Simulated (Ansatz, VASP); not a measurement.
## Sr: VASP beside Ansatz

```
CELL_PARAMETERS angstrom
0.00000 4.68781 4.68781
4.68781 0.00000 4.68781
4.68781 4.68781 0.00000
ATOMIC_POSITIONS crystal
Sr 0.50000 0.50000 0.50000
Sr 0.75000 0.75000 0.75000
```

Alike in both runs: functional PBEsol; k mesh 12 × 12 × 12; occupations gaussian, width 0.1 eV; no spin polarisation.

Ansatz relaxed the structure, and its values are those at the end. VASP's run is a single point on that final structure, the one shown.

```csv
,VASP,Ansatz
version,VASP 6.6.1,Ansatz 0.2.0
potentials or method,"VASP PAW PBE potentials, release 64 (Sr_sv), cutoff 520 eV","scalar-relativistic, plane waves, PAW"
valence electrons in the cell,20,20
```

|  | VASP | Ansatz | Ansatz less VASP |
| --- | --- | --- | --- |
| gap on the k mesh at the Fermi level (eV) | none | none | - |
| pressure (GPa) | 0.0 | 0.0 | 0.00 |

VASP's potentials were made for PBE, not for PBEsol. A gap of «none» marks a metal or a gap that the smearing closes. With one functional, cell and mesh, what is left measures potentials, basis and numerics.
